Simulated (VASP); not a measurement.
# ZnS (F-43m) in VASP: further runs

Runs on ZnS. Level: PBEsol. Tasks: vibrations by perturbation theory, elastic constants.

Program: VASP 6.6.1. These are calculated values, not measurements. Logs are shortened: lines on timing, memory, paths and dates and some standing lists are left out, and cuts for length are marked.

## (1) The cell of the first run

The structure is cubic, space group F-43m (No. 216). Conventional cell: a = 5.321 Å, b = 5.321 Å, c = 5.321 Å, α = 90.00°, β = 90.00°, γ = 90.00°. Within 3.0 Å of Zn (site symmetry -43m) lie 4 S at 2.30 Å. S (site symmetry -43m) has 4 Zn at 2.30 Å within 3.0 Å.

## (2) Vibrations by perturbation theory, PBEsol (18.83 Å³/atom)

File INCAR:

```
PREC     = Accurate       # precision mode
ENCUT    = 520            # plane-wave cutoff, eV
EDIFF    = 1E-8           # SCF threshold, eV
ISMEAR   = 0              # smearing method
SIGMA    = 0.01           # smearing width, eV
LREAL    = False          # projectors in reciprocal space
LASPH    = True           # aspherical terms in the spheres
NELM     = 60             # most SCF steps
ALGO     = Normal         # electronic algorithm
ISIF     = 2              # what is computed and relaxed
LWAVE    = False          # write WAVECAR
LCHARG   = False          # write CHGCAR
GGA      = PS             # functional
NBANDS   = 16             # bands
IBRION   = 8              # ionic algorithm
NSW      = 1              # ionic steps
LEPSILON = True           # dielectric tensor by DFPT
```

File KPOINTS:

```
regular mesh
0
Gamma
  10 10 10
```

File POSCAR:

```
ZnS
1.0
    0.0000000000      2.6602836400      2.6602836400
    2.6602836400      0.0000000000      2.6602836400
    2.6602836400      2.6602836400      0.0000000000
Zn S
1 1
Direct
    0.0000000000      0.0000000000      0.0000000000
    0.7500000000      0.7500000000      0.7500000000
```

Potentials or basis: VASP PAW PBE potentials, release 64 (Zn, S).

Command:

```bash
> cat potpaw_PBE.64/Zn/POTCAR potpaw_PBE.64/S/POTCAR > POTCAR
> mpirun -np 1 vasp_std > vasp.out
```

OUTCAR:

```text
PREC = Accurate
   ENCUT = 520
   EDIFF = 1E-8
   ISMEAR = 0
   LREAL = False
   LASPH = True
   NELM = 60
   ISIF = 2
   GGA = PS
   IBRION = 8
   NSW = 1
   LEPSILON = True

 ion  position               nearest neighbor table
   1  0.000  0.000  0.000-   2 2.30   2 2.30   2 2.30   2 2.30
   2  0.750  0.750  0.750-   1 2.30   1 2.30   1 2.30   1 2.30

  LATTYP: Found a face centered cubic cell.
 ALAT       =     5.3205672800

  Lattice vectors:

 A1 = (   0.0000000000,   2.6602836400,   2.6602836400)
 A2 = (   2.6602836400,   0.0000000000,   2.6602836400)
 A3 = (   2.6602836400,   2.6602836400,   0.0000000000)

Analysis of symmetry for initial positions (statically):
=====================================================================
 Subroutine PRICEL returns:
 Original cell was already a primitive cell.

 Routine SETGRP: Setting up the symmetry group for a
 face centered cubic supercell.

 Subroutine GETGRP returns: Found 24 space group operations
 (whereof 24 operations were pure point group operations)
 out of a pool of 48 trial point group operations.

The static configuration has the point symmetry T_d .

Analysis of symmetry for dynamics (positions and initial velocities):
=====================================================================
 Subroutine PRICEL returns:
 Original cell was already a primitive cell.

 Routine SETGRP: Setting up the symmetry group for a
 face centered cubic supercell.

 Subroutine GETGRP returns: Found 24 space group operations
 (whereof 24 operations were pure point group operations)
 out of a pool of 48 trial point group operations.

The dynamic configuration has the point symmetry T_d .

 Subroutine INISYM returns: Found 24 space group operations
 (whereof 24 operations are pure point group operations),
 and found     1 'primitive' translations

----------------------------------------------------------------------------------------

                                     Primitive cell

  volume of cell :      37.6542

  direct lattice vectors                    reciprocal lattice vectors
     0.000000000  2.660283640  2.660283640    -0.187949883  0.187949883  0.187949883
     2.660283640  0.000000000  2.660283640     0.187949883 -0.187949883  0.187949883
     2.660283640  2.660283640  0.000000000     0.187949883  0.187949883 -0.187949883

  length of vectors
     3.762209203  3.762209203  3.762209203     0.325538747  0.325538747  0.325538747

  position of ions in fractional coordinates (direct lattice)
     0.000000000  0.000000000  0.000000000
     0.750000000  0.750000000  0.750000000

  ion indices of the primitive-cell ions
   primitive index   ion index
                 1           1
                 2           2

----------------------------------------------------------------------------------------

 KPOINTS: regular mesh

Automatic generation of k-mesh.
 Grid dimensions read from file:
 generate k-points for:   10   10   10

 Generating k-lattice:

  Cartesian coordinates                     Fractional coordinates (reciprocal lattice)
    -0.018794988  0.018794988  0.018794988     0.100000000  0.000000000  0.000000000
     0.018794988 -0.018794988  0.018794988     0.000000000  0.100000000  0.000000000
[... 604 lines left out ...]
  ---------------------------------------------------
  free energy    TOTEN  =        -0.56460195 eV

  energy without entropy =       -0.56460195

------------------------ aborting loop because EDIFF is reached ----------------------------------------

--------------------------------------- Ionic step        2  -------------------------------------------

------------------------ aborting loop because EDIFF is reached ----------------------------------------

--------------------------------------- Ionic step        3  -------------------------------------------

------------------------ aborting loop because EDIFF is reached ----------------------------------------

 PIEZOELECTRIC TENSOR FIELD DIRECTION 3  (e Angst)
 -----------------------------------------------------------------------------
    -0.00093  1.55115  0.00000           ( -0.00000 -0.01762  0.00000)
     1.55115 -0.00093  0.00000           ( -0.01762 -0.00000  0.00000)
     0.00000  0.00000  0.00025           (  0.00000  0.00000 -0.00000)

 PIEZOELECTRIC TENSOR FIELD DIRECTION 3  (C/m^2)
 -----------------------------------------------------------------------------
    -0.00039  0.66001  0.00000
     0.66001 -0.00039  0.00000
     0.00000  0.00000  0.00011

--------------------------------------- Ionic step        4  -------------------------------------------

------------------------ aborting loop because EDIFF is reached ----------------------------------------

[... ionic steps 5 to 6 ...]

--------------------------------------- Ionic step        7  -------------------------------------------

 Free energy of the ion-electron system (eV)
  ---------------------------------------------------
  ---------------------------------------------------
  free energy    TOTEN  =        -0.10478510 eV

  energy without entropy =       -0.10478510

------------------------ aborting loop because EDIFF is reached ----------------------------------------

 INTERNAL STRAIN TENSOR  FOR ION    2  DIRECTION 1   (eV/Angst):
 -----------------------------------------------------------------------------
    -0.01640  0.00000  0.00000
     0.00000  0.01677  6.75196
     0.00000  6.75196  0.01677

 MACROSCOPIC STATIC DIELECTRIC TENSOR (including local field effects in DFT)
 ------------------------------------------------------
           6.081112     0.000000     0.000000
          -0.000000     6.081112     0.000000
           0.000000     0.000000     6.081112
 ------------------------------------------------------

 PIEZOELECTRIC TENSOR (including local field effects)  for field in x, y, z        (e  Angst)
          XX          YY          ZZ          XY          YZ          ZX
  --------------------------------------------------------------------------------
  x     0.00000     0.00000     0.00000     0.00000     1.56287     0.00000
  y     0.00000    -0.00000     0.00000     0.00000     0.00000     1.56287
  z     0.00000     0.00000     0.00000     1.56287     0.00000     0.00000

 PIEZOELECTRIC TENSOR (including local field effects)  for field in x, y, z        (C/m^2)
          XX          YY          ZZ          XY          YZ          ZX
  --------------------------------------------------------------------------------
  x     0.00000     0.00000     0.00000     0.00000     0.66499     0.00000
  y     0.00000    -0.00000     0.00000     0.00000     0.00000     0.66499
  z     0.00000     0.00000     0.00000     0.66499     0.00000     0.00000

 BORN EFFECTIVE CHARGES (including local field effects) (in |e|, cummulative output)
 ---------------------------------------------------------------------------------
 ion    1
    1     1.93534     0.00000    -0.00000
    2     0.00000     1.93534    -0.00000
    3     0.00000    -0.00000     1.93534
 ion    2
    1    -1.93534    -0.00000     0.00000
    2     0.00000    -1.93534     0.00000
    3    -0.00000     0.00000    -1.93534

 INTERNAL STRAIN TENSOR FOR ION    2 for displacements in x,y,z  (eV/Angst):
          X           Y           Z          XY          YZ          ZX
  --------------------------------------------------------------------------------
  x     0.00000     0.00000     0.00000     0.00000     6.75196     0.00000
  y    -0.00000     0.00000    -0.00000     0.00000     0.00000     6.75196
  z     0.00000     0.00000     0.00000     6.75196     0.00000     0.00000

 SECOND DERIVATIVES (NOT SYMMETRIZED)
 ------------------------------------
               1X          1Y          1Z          2X          2Y          2Z
  1X    -6.709263    0.000000    0.000000    6.709263    0.000000    0.000000
  1Y     0.000000   -6.709263    0.000000    0.000000    6.709263    0.000000
  1Z     0.000000    0.000000   -6.709263    0.000000    0.000000    6.709263
  2X     6.628904    0.000000    0.000000   -6.628904    0.000000    0.000000
  2Y     0.000000    6.628904    0.000000    0.000000   -6.628904    0.000000
  2Z     0.000000    0.000000    6.628904    0.000000    0.000000   -6.628904

 Eigenvectors and eigenvalues of the dynamical matrix
 ----------------------------------------------------

   1 f  =    8.694887 THz    54.631589 2PiTHz  290.030227 cm-1    35.959149 meV
             X         Y         Z           dx          dy          dz
      0.000000  0.000000  0.000000    -0.575933    0.000000    0.000000
      3.990425  3.990425  3.990425     0.817497   -0.000000    0.000000
[... 21 lines left out ...]
   6 f/i=    0.024664 THz     0.154969 2PiTHz    0.822705 cm-1     0.102002 meV
             X         Y         Z           dx          dy          dz
      0.000000  0.000000  0.000000    -0.723851    0.379922    0.000000
      3.990425  3.990425  3.990425    -0.509959    0.267658    0.000000

--------------------------------------------------------------------------------------------------------

 MACROSCOPIC STATIC DIELECTRIC TENSOR IONIC CONTRIBUTION
 ------------------------------------------------------
           2.698947     0.000000     0.000000
           0.000000     2.698947    -0.000000
           0.000000    -0.000000     2.698947
 ------------------------------------------------------

 ELASTIC MODULI CONTR FROM IONIC RELAXATION (kBar)
 Direction    XX          YY          ZZ          XY          YZ          ZX
 --------------------------------------------------------------------------------
 XX          -0.0000     -0.0000      0.0000     -0.0000      0.0000     -0.0000
 YY          -0.0000     -0.0000     -0.0000     -0.0000     -0.0000      0.0000
 ZZ           0.0000     -0.0000     -0.0000      0.0000     -0.0000     -0.0000
 XY          -0.0000     -0.0000      0.0000   -290.8460      0.0000      0.0000
 YZ           0.0000     -0.0000     -0.0000      0.0000   -290.8460      0.0000
 ZX          -0.0000      0.0000     -0.0000      0.0000      0.0000   -290.8460
 --------------------------------------------------------------------------------

 PIEZOELECTRIC TENSOR IONIC CONTR  for field in x, y, z        (C/m^2)
          XX          YY          ZZ          XY          YZ          ZX
  --------------------------------------------------------------------------------
  x     0.00000    -0.00000    -0.00000     0.00000    -0.83368    -0.00000
  y    -0.00000     0.00000    -0.00000     0.00000     0.00000    -0.83368
  z    -0.00000    -0.00000     0.00000    -0.83368    -0.00000     0.00000
```

It took 6.3 min on 1 thread of Intel Xeon Platinum 8559C (Emerald Rapids), shared host; peak memory 0.37 GiB.

What came out:

* Electronic dielectric tensor (diagonal): 6.08
* Born charges (mean of the diagonal): Zn +1.94; S -1.94 e
* Highest phonon frequency at Γ, LO-TO splitting left out: 290 cm⁻¹

Phonon frequencies in cm⁻¹ (negative: imaginary):
```tsv
q point	frequencies
(0.000, 0.000, 0.000)	-1 -1 -1 290 290 290
```

Electronic dielectric tensor:
```
6.08 0.00 0.00
0.00 6.08 0.00
0.00 0.00 6.08
```

Born effective charge tensors (e):
atom 1, Zn
```
1.94 0.00 0.00
0.00 1.94 0.00
0.00 0.00 1.94
```
atom 2, S
```
-1.94  0.00  0.00
 0.00 -1.94  0.00
 0.00  0.00 -1.94
```

Caveat: the cell stands under pressure or tension, which shifts response properties; the PAW data sets were made with another functional, which shifts forces and pressure a little.

[end of part 1 of 2]
